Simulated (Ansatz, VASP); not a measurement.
**Pt: VASP beside Ansatz**

```
CELL_PARAMETERS angstrom
-1.60798 1.60798 1.53669
1.60798 -1.60798 1.53669
1.60798 1.60798 -1.53669
ATOMIC_POSITIONS crystal
Pt 0.00000 0.00000 0.00000
```

Change from the starting cell: strain +0.015 along x and y, -0.030 along z, atoms carried along.

Alike in both runs: task single point; functional LDA; k mesh 22 × 22 × 22; occupations gaussian, width 0.15 eV; no spin polarisation.

|  | VASP | Ansatz |
| --- | --- | --- |
| version | VASP 6.6.1 | Ansatz 0.2.0 |
| potentials or method | VASP PAW LDA potentials, release 64 (Pt), cutoff 520 eV | scalar-relativistic, plane waves, PAW |
| valence electrons in the cell | 10 | 18 |

Ansatz gave:

| Item | Value |
| --- | --- |
| gap on the k mesh at the Fermi level (eV) | none |
| pressure (GPa) | -15.9 |
| traceless stress, the component that is largest in VASP (GPa) | -3.13 |

Task: Which values does VASP return?

Result: gap on the k mesh at the Fermi level (eV): none; pressure (GPa): -15.3; traceless stress, the component that is largest in VASP (GPa): -3.07.

LDA's correlation is that of Perdew and Zunger in VASP and of Perdew and Wang (1992) in Ansatz. A gap of «none» marks a metal or a gap that the smearing closes. VASP's potentials hold 10 valence electrons a cell and Ansatz's 18, so a difference there can come from the potentials and not from the codes.

Spin-orbit coupling is off throughout.
